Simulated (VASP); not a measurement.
Input of a VASP 6.6.1 run:

File INCAR:

```
PREC = Accurate
ENCUT = 600
EDIFF = 1E-6
ISMEAR = -1
SIGMA = 0.05
LREAL = False
LASPH = True
NELM = 60
ALGO = Normal
ISIF = 3
LWAVE = False
LCHARG = False
GGA = PS
IBRION = 2
NSW = 60
EDIFFG = -0.02
```

File KPOINTS:

```
regular mesh
0
Gamma
  13 13 13
```

POSCAR

```
Sb
1.0
    2.1542000000      1.2437280000      3.7580000000
   -2.1542000000      1.2437280000      3.7580000000
    0.0000000000     -2.4874560000      3.7580000000
Sb
2
Direct
    0.2334900000      0.2334900000      0.2334900000
    0.7665100000      0.7665100000      0.7665100000
```

Potentials or basis: VASP PAW PBE potentials, release 64 (Sb).

Command:

```bash
$ cat potpaw_PBE.64/Sb/POTCAR > POTCAR
$ mpirun -np 1 vasp_std > vasp.out
```

What does it give for the space group after relaxing (to 0.1 Å)?

R-3m (No. 166).

What does it give for the relaxed cell?

a = 4.451 Å, b = 4.451 Å, c = 4.451 Å, α = 58.08°, β = 58.08°, γ = 58.08°.

Step by step:
| step | energy change (eV) | largest force (eV/Å) | pressure (GPa) | volume (Å³) |
| --- | --- | --- | --- | --- |
| 1 | 0.0000 | 0.2053 | 0.24 | 60.41 |
| 2 | -0.0030 | 0.0799 | -0.45 | 60.81 |
| 3 | -0.0031 | 0.0524 | -0.60 | 60.90 |
| 4 | -0.0056 | 0.0297 | -0.38 | 60.42 |
| 5 | -0.0074 | 0.0051 | 0.03 | 59.63 |
| 6 | -0.0074 | 0.0073 | 0.06 | 59.57 |
| 7 | -0.0075 | 0.0111 | 0.00 | 59.61 |

Caveat: the PAW data sets were made with another functional, which shifts forces and pressure a little.
